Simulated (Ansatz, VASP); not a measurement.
# One calculation of Al, two programs

INCAR

```
ALGO = Fast ; EDIFF = 1E-7
ENCUT = 520 ; GGA = PE
ISIF = 2 ; ISMEAR = 0
IVDW = 12 ; LASPH = T
LCHARG = T ; LELF = T
LREAL = F ; LVHAR = T
LWAVE = F ; NBANDS = 14
NELM = 80 ; PREC = Accurate
SIGMA = 0.15
```

KPOINTS

```
k-points
0
Gamma
  18 18 4
```

Contents of POSCAR:

```
Al
1.0
    2.9326000000      0.0000000000      0.0000000000
   -1.4663000000      2.5397060991      0.0000000000
    0.0000000000      0.0000000000      8.0434000000
Al
4
Direct
    0.0000000000      0.0000000000      0.0000000000
    0.3333333333      0.6666666667      0.2500000000
    0.0000000000      0.0000000000      0.5000000000
    0.6666666667      0.3333333333      0.7500000000
```

Input for Ansatz:

```yaml
crystal:
  lattice:
    - [2.9326, 0.0, 0.0]
    - [-1.4663, 2.5397060991, 0.0]
    - [0.0, 0.0, 8.0434]
  atoms:
    - { symbol: Al, position: [0.0, 0.0, 0.0] }
    - { symbol: Al, position: [0.3333333333, 0.6666666667, 0.25] }
    - { symbol: Al, position: [0.0, 0.0, 0.5] }
    - { symbol: Al, position: [0.6666666667, 0.3333333333, 0.75] }
basis:
  ecutwfc: 420
kpoints:
  mp_grid: { grid: [18, 18, 4] }
hamiltonian:
  xc: pbe
  pseudopotentials: { kind: paw, azcp: { folder: soft_1 } }
  dispersion: d3bj
scf:
  occupations: { method: gaussian, width: 0.15 }
output:
  forces: true
  stress: true
  eigenvalues: true
```

Alike in both runs: task single point; functional PBE; dispersion D3(BJ); k mesh 18 × 18 × 4; occupations gaussian, width 0.15 eV; no spin polarisation.

|  | VASP | Ansatz |
| --- | --- | --- |
| version | VASP 6.6.1 | Ansatz 0.2.0 |
| potentials or method | VASP PAW PBE potentials, release 64 (Al), cutoff 520 eV | scalar-relativistic, plane waves, PAW |
| valence electrons in the cell | 12 | 12 |

Ansatz gave:

- gap on the k mesh at the Fermi level (eV): none
- pressure (GPa): 9.4
- traceless stress, the component that is largest in VASP (GPa): 11.93

Estimate VASP's values.

gap on the k mesh at the Fermi level (eV): none; pressure (GPa): 9.4; traceless stress, the component that is largest in VASP (GPa): 11.92.

A gap of «none» marks a metal or a gap that the smearing closes.
